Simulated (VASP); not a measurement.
GaN:

```
CELL_PARAMETERS angstrom
0.00000 2.25350 2.25350
2.25350 0.00000 2.25350
2.25350 2.25350 0.00000
ATOMIC_POSITIONS crystal
Ga 0.00000 0.00000 0.00000
N 0.75000 0.75000 0.75000
```

| Item | Value |
| --- | --- |
| Program | VASP 6.6.1 |
| Task | relaxation of cell and atoms |
| Functional | PBE |
| Potentials or basis | VASP PAW PBE potentials, release 64 (Ga_d, N) |
| Cutoff | 600 eV |
| k mesh | 8 × 8 × 8 |
| Occupations | gaussian, width 0.01 eV |
| Spin | no spin polarisation |

At the start: pressure 4.9 GPa; volume 11.44 Å³/atom.

Question: Where does the relaxation end?

Answer: Over 3 steps the energy falls by 4.7 meV/atom and the volume is 11.76 Å³/atom (+2.8 %); space group F-43m (No. 216, to 0.05 Å).

Step by step:
```tsv
step	energy change (eV)	largest force (eV/Å)	pressure (GPa)	volume (Å³)
1	0.0000	0.0000	4.91	22.89
2	-0.0029	0.0000	-3.73	24.07
3	-0.0094	0.0000	-0.02	23.52
```

Final structure:
```cif
data_structure
_symmetry_space_group_name_H-M 'P 1'
_symmetry_Int_Tables_number 1
_cell_length_a 3.2160
_cell_length_b 3.2160
_cell_length_c 3.2160
_cell_angle_alpha 60.000
_cell_angle_beta 60.000
_cell_angle_gamma 60.000
_cell_volume 23.52
loop_
_atom_site_label
_atom_site_type_symbol
_atom_site_fract_x
_atom_site_fract_y
_atom_site_fract_z
_atom_site_occupancy
Ga1 Ga 0.00000 0.00000 0.00000 1
N1 N 0.75000 0.75000 0.75000 1
```
